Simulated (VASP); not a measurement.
# Al2Cu (P4/mmm) in VASP: notebook

The runs below take Al2Cu through single point, with r2SCAN.

All numbers are computed with VASP 6.6.1; they aren't measurements. Logs are shortened: lines on timing, memory, paths and dates and some standing lists are left out, and cuts for length are marked.

**1. The cell of the first run**

The structure is tetragonal, space group P4/mmm (No. 123). Conventional cell: a = 4.050 Å, b = 4.050 Å, c = 2.852 Å, α = 90.00°, β = 90.00°, γ = 90.00°. Cu (site symmetry 4/mmm) has 8 Al at 2.48 Å and 2 Cu at 2.85 Å within 3.3 Å. Within 3.3 Å of Al (site symmetry mmm) lie 4 Cu at 2.48 Å and 6 Al at 2.85 to 2.86 Å.

**2. Single point, r2SCAN**

POSCAR

```
Al2Cu
1.0
    4.0496997663      0.0000000000      0.0000000000
    0.0000000000      4.0496997663      0.0000000000
    0.0000000000      0.0000000000      2.8522364125
Cu Al
1 2
Direct
    0.0000000000      0.0000000000      0.0000000000
    0.0000000000      0.5000000000      0.5000000000
    0.5000000000      0.0000000000      0.5000000000
```

INCAR.step1

```
SYSTEM = Al2Cu
ALGO = Normal ; EDIFF = 1E-4
ENCUT = 520 ; GGA = PE
ISMEAR = -1 ; LASPH = .TRUE.
LCHARG = .FALSE. ; LREAL = .FALSE.
LWAVE = .TRUE. ; NBANDS = 16
NELM = 100 ; PREC = Accurate
SIGMA = 0.05
```

INCAR.step2

```
SYSTEM = Al2Cu
ALGO = Normal ; EDIFF = 1E-6
ENCUT = 520 ; ISIF = 2
ISMEAR = -1 ; ISTART = 1
LASPH = .TRUE. ; LCHARG = .TRUE.
LELF = .TRUE. ; LMIXTAU = .TRUE.
LREAL = .FALSE. ; LVHAR = .TRUE.
LWAVE = .FALSE. ; METAGGA = R2SCAN
NBANDS = 16 ; NELM = 100
PREC = Accurate ; SIGMA = 0.05
```

KPOINTS

```
k-points
0
G
  7 7 9
  0 0 0
```

Potentials or basis: VASP PAW PBE potentials, release 64 (Cu, Al).

Run with:

```console
> cat potpaw_PBE.64/Cu/POTCAR potpaw_PBE.64/Al/POTCAR > POTCAR
> cp INCAR.step1 INCAR
> mpirun -np 1 vasp_std > vasp.out
> cp INCAR.step2 INCAR
> mpirun -np 1 vasp_std > vasp.out
```

OUTCAR:

```text
SYSTEM = Al2Cu
   EDIFF = 1E-6
   ENCUT = 520
   ISIF = 2
   ISMEAR = -1
   ISTART = 1
   LASPH = .TRUE.
   LREAL = .FALSE.
   METAGGA = R2SCAN
   NELM = 100
   PREC = Accurate

 ion  position               nearest neighbor table
   1  0.000  0.000  0.000-   2 2.48   3 2.48   2 2.48   3 2.48   2 2.48   2 2.48   3 2.48   3 2.48

   2  0.000  0.500  0.500-   1 2.48   1 2.48   1 2.48   1 2.48   3 2.86   3 2.86   3 2.86   3 2.86

   3  0.500  0.000  0.500-   1 2.48   1 2.48   1 2.48   1 2.48   2 2.86   2 2.86   2 2.86   2 2.86

  LATTYP: Found a simple tetragonal cell.
 ALAT       =     4.0496997663
 C/A-ratio  =     0.7043081159

  Lattice vectors:

 A1 = (   4.0496997663,   0.0000000000,   0.0000000000)
 A2 = (   0.0000000000,   4.0496997663,   0.0000000000)
 A3 = (   0.0000000000,   0.0000000000,   2.8522364125)

Analysis of symmetry for initial positions (statically):
=====================================================================
 Subroutine PRICEL returns:
 Original cell was already a primitive cell.

 Routine SETGRP: Setting up the symmetry group for a
 simple tetragonal supercell.

 Subroutine GETGRP returns: Found 16 space group operations
 (whereof 16 operations were pure point group operations)
 out of a pool of 16 trial point group operations.

The static configuration has the point symmetry D_4h.

Analysis of symmetry for dynamics (positions and initial velocities):
=====================================================================
 Subroutine PRICEL returns:
 Original cell was already a primitive cell.

 Routine SETGRP: Setting up the symmetry group for a
 simple tetragonal supercell.

 Subroutine GETGRP returns: Found 16 space group operations
 (whereof 16 operations were pure point group operations)
 out of a pool of 16 trial point group operations.

The dynamic configuration has the point symmetry D_4h.

 Subroutine INISYM returns: Found 16 space group operations
 (whereof 16 operations are pure point group operations),
 and found     1 'primitive' translations

----------------------------------------------------------------------------------------

                                     Primitive cell

  volume of cell :      46.7769

  direct lattice vectors                    reciprocal lattice vectors
     4.049699766  0.000000000  0.000000000     0.246931886  0.000000000  0.000000000
     0.000000000  4.049699766  0.000000000     0.000000000  0.246931886  0.000000000
     0.000000000  0.000000000  2.852236412     0.000000000  0.000000000  0.350602073

  length of vectors
     4.049699766  4.049699766  2.852236412     0.246931886  0.246931886  0.350602073

  position of ions in fractional coordinates (direct lattice)
     0.000000000  0.000000000  0.000000000
     0.000000000  0.500000000  0.500000000
     0.500000000  0.000000000  0.500000000

  ion indices of the primitive-cell ions
   primitive index   ion index
                 1           1
                 2           2
                 3           3

----------------------------------------------------------------------------------------

 KPOINTS: k-points

Automatic generation of k-mesh.
 Grid dimensions read from file:
 generate k-points for:    7    7    9

 Generating k-lattice:

  Cartesian coordinates                     Fractional coordinates (reciprocal lattice)
     0.035275984  0.000000000  0.000000000     0.142857143  0.000000000  0.000000000
     0.000000000  0.035275984  0.000000000     0.000000000  0.142857143  0.000000000
     0.000000000  0.000000000  0.038955786     0.000000000  0.000000000  0.111111111

  Length of vectors
     0.035275984  0.035275984  0.038955786

  Shift w.r.t. Gamma in fractional coordinates (k-lattice)
     0.000000000  0.000000000  0.000000000

 Subroutine IBZKPT returns following result:
 ===========================================

 Found     50 irreducible k-points:

 Following reciprocal coordinates:
            Coordinates               Weight
  0.000000  0.000000  0.000000      1.000000
  0.142857  0.000000  0.000000      4.000000
  0.285714  0.000000  0.000000      4.000000
  0.428571  0.000000  0.000000      4.000000
  0.142857  0.142857  0.000000      4.000000
  0.285714  0.142857  0.000000      8.000000
[... 16 lines left out ...]
  0.285714  0.000000  0.222222      8.000000
  0.428571  0.000000  0.222222      8.000000
 [... further k-points ...]
   k-points           NKPTS =     50   k-points in BZ     NKDIM =     50   number of bands    NBANDS=     16
   number of dos      NEDOS =    301   number of ions     NIONS =      3
   total plane-waves  NPLWV =  21600
   dimension x,y,z NGX =    30 NGY =   30 NGZ =   24
   dimension x,y,z NGXF=    60 NGYF=   60 NGZF=   48
   ions per type =               1   2
   NGX,Y,Z   is equivalent  to a cutoff of  12.32, 12.32, 13.99 a.u.
   NGXF,Y,Z  is equivalent  to a cutoff of  24.63, 24.63, 27.98 a.u.
 SYSTEM =  Al2Cu
   PREC   = accura    normal or accurate (medium, high low for compatibility)
   ISTART =      1    job   : 0-new  1-cont  2-samecut
   ICHARG =      0    charge: 1-file 2-atom 10-const
   ISPIN  =      1    spin polarized calculation?
   LNONCOLLINEAR =      F non collinear calculations
   LSORBIT =      F    spin-orbit coupling
   LASPH  =      T    aspherical Exc in radial PAW
   ENCUT  =  520.0 eV  38.22 Ry    6.18 a.u.   7.53  7.53  5.30*2*pi/ulx,y,z
   NELM   =    100;   NELMIN=  2; NELMDL=  0     # of ELM steps
   EDIFF  = 0.1E-05   stopping-criterion for ELM
   LREAL  =      F    real-space projection
   EDIFFG = 0.1E-04   stopping-criterion for IOM
   NSW    =      0    number of steps for IOM
   IBRION =     -1    ionic relax: 0-MD 1-quasi-New 2-CG
   NFREE  =      0    steps in history (QN), initial steepest desc. (CG)
   ISIF   =      2    stress and relaxation
   ISYM   =      2    0-nonsym 1-usesym 2-fastsym
   POTIM  = 0.5000    time-step for ionic-motion
   TEBEG  =    0.0;   TEEND  =   0.0 temperature during run
   PSTRESS=    0.0 pullay stress
   NELECT =      17.0000    total number of electrons
   NUPDOWN=      -1.0000    fix difference up-down
   EMIN   =  10.00;   EMAX   =-10.00  energy-range for DOS
   EFERMI =   0.00;   METHOD = LEGACY
   ISMEAR =    -1;   SIGMA  =   0.05  broadening in eV -4-tet -1-fermi 0-gaus
   EFERMI_NEDOS =   21; number of points for ismear=-14 and -15
   IALGO  =     38    algorithm
   IMIX   =      4    mixing-type and parameters
     AMIX     =   0.40;   BMIX     =  1.00
     AMIX_MAG =   1.60;   BMIX_MAG =  1.00
  volume/ion in A,a.u.               =      15.59       105.22
  Fermi-wavevector in a.u.,A,eV,Ry     =   1.168281  2.207731 18.570335  1.364881
  Thomas-Fermi vector in A             =   2.304770
   LORBIT       =      0    0 simple, 1 ext, 2 COOP (PROOUT), +10 PAW based schemes
   METAGGA = R2SCAN    functional components
   LHFCALC =     F    Hartree Fock is set to
   AEXX    =    0.0000 exact exchange contribution
   IVDW    =     0    specifies the selected vdW correction
   LEPSILON=     F    determine dielectric tensor
   LRPA    =     F    only Hartree local field effects (RPA)
 non-spin polarized calculation
  energy-cutoff  :      520.00
  volume of cell :       46.78
 maximum number of plane-waves:      1283
 NGX is ok and might be reduce to    30
   NGX = 15   NGY = 15   NGZ = 11

 number of electron      16.9999995 magnetization

 Free energy of the ion-electron system (eV)
  ---------------------------------------------------
  ext. energy  EPLUGINS =         0.00000000
  ---------------------------------------------------
  free energy    TOTEN  =       -24.40601885 eV

  energy without entropy =      -24.39574383  energy(sigma->0) =      -24.40088134

 E-fermi :   7.5345     XC(G=0): -11.2996

 val. band max:        7.5309303817   @ k =   0.2857   0.2857   0.2222
 cond. band min:       7.5589153618   @ k =   0.4286   0.0000   0.2222
 fundamental gap:      0.0279849801
 Fermi energy:         7.5344963753

 k-point     1 :       0.0000    0.0000    0.0000
  band No.  band energies     occupation
      1      -3.8677      2.00000
      2       1.7452      2.00000
      3       2.2191      2.00000
      4       2.9265      2.00000
      5       3.1763      2.00000
      6       3.1763      2.00000
[... 8 lines left out ...]
     15      15.0039      0.00000
     16      21.4277      0.00000

 k-point     2 :       0.1429    0.0000    0.0000
  band No.  band energies     occupation
      1      -3.6809      2.00000
      2       1.6100      2.00000
      3       2.1777      2.00000
      4       2.8707      2.00000
      5       3.1701      2.00000
      6       3.1774      2.00000
[... 8 lines left out ...]
     15      17.2536      0.00000
     16      20.5840      0.00000

 k-point     3 :       0.2857    0.0000    0.0000
  band No.  band energies     occupation
      1      -3.1392      2.00000
      2       0.7688      2.00000
      3       2.1448      2.00000
      4       2.7666      2.00000
      5       3.0538      2.00000
      6       3.1563      2.00000
[... 8 lines left out ...]
     15      19.1056      0.00000
     16      20.1649      0.00000

 k-point     4 :       0.4286    0.0000    0.0000
  band No.  band energies     occupation
      1      -2.3749      2.00000
      2      -0.4479      2.00000
      3       2.1644      2.00000
      4       2.6975      2.00000
      5       2.8921      2.00000
      6       3.1453      2.00000
[... 8 lines left out ...]
     15      17.8926      0.00000
     16      19.9468      0.00000
[... 324 lines left out ...]
 k-point    22 :       0.1429    0.0000    0.2222
  band No.  band energies     occupation
      1      -2.7193      2.00000
      2       1.8949      2.00000
      3       2.4533      2.00000
      4       2.5851      2.00000
      5       2.6040      2.00000
      6       2.9785      2.00000
[... 8 lines left out ...]
     15      16.9638      0.00000
     16      18.0294      0.00000

 k-point    23 :       0.2857    0.0000    0.2222
  band No.  band energies     occupation
      1      -2.1854      2.00000
      2       1.2817      2.00000
      3       2.4166      2.00000
      4       2.6167      2.00000
      5       2.7162      2.00000
      6       2.9063      2.00000
[... 8 lines left out ...]
     15      17.5412      0.00000
     16      18.9392      0.00000

 k-point    24 :       0.4286    0.0000    0.2222
  band No.  band energies     occupation
      1      -1.4190      2.00000
      2       0.2504      2.00000
      3       2.4233      2.00000
      4       2.6507      2.00000
      5       2.8431      2.00000
      6       2.8980      2.00000
[... 8 lines left out ...]
     15      18.2484      0.00000
     16      19.4429      0.00000

 [... further k-points ...]
[... 5 lines left out ...]
  --------------------------------------------------------------------------------------
  -------------------------------------------------------------------------------------
  Total        0.6281560      0.6281560      0.2850735      0.0000000      0.0000000      0.0000000
  in kB       21.5152744     21.5152744      9.7641911      0.0000000      0.0000000      0.0000000
  external PRESSURE =      17.5982466 kB  Pullay stress =       0.0000000 kB

 VOLUME and BASIS-vectors are now :
 -----------------------------------------------------------------------------
  energy-cutoff  :      520.00
  volume of cell :       46.78
      direct lattice vectors                 reciprocal lattice vectors
     4.049699766  0.000000000  0.000000000     0.246931886  0.000000000  0.000000000
     0.000000000  4.049699766  0.000000000     0.000000000  0.246931886  0.000000000
     0.000000000  0.000000000  2.852236412     0.000000000  0.000000000  0.350602073

 POSITION                                       TOTAL-FORCE (eV/Angst)
 -----------------------------------------------------------------------------------
      0.00000      0.00000      0.00000         0.000000      0.000000      0.000000
      0.00000      2.02485      1.42612         0.000000      0.000000      0.000000
      2.02485      0.00000      1.42612         0.000000      0.000000      0.000000
 -----------------------------------------------------------------------------------
    total drift:                                0.000000      0.000000      0.000000

  FREE ENERGIE OF THE ION-ELECTRON SYSTEM (eV)
  ---------------------------------------------------
  free  energy   TOTEN  =       -24.4060188538 eV

  energy  without entropy=      -24.3957438330  energy(sigma->0) =      -24.40088134
```

Wall time 2.3 min (1 thread of Intel Xeon 8259CL, shared host); peak memory 0.18 GiB.

Results:

```
Free energy            : -24.4060 eV
Pressure               : 1.8 GPa
Band gap on the k mesh : zero (an odd number of electrons rules out a gap without spin polarisation)
```

Stress tensor (GPa, compression positive):
```
2.15 0.00 0.00
0.00 2.15 0.00
0.00 0.00 0.98
```

Levels at points of the mesh, in eV from the Fermi level:
```csv
k point,band 4,band 5,band 6,band 7,band 8,band 9,band 10,band 11,band 12,band 13
"(0.00, 0.00, 0.00)",-4.61,-4.36,-4.36,-2.68,-2.68,0.18,1.00,6.57,6.84,6.84
```

Caveat: the PAW data sets were made with another functional, which shifts forces and pressure a little.

(Part 1 of 2 ends here.)
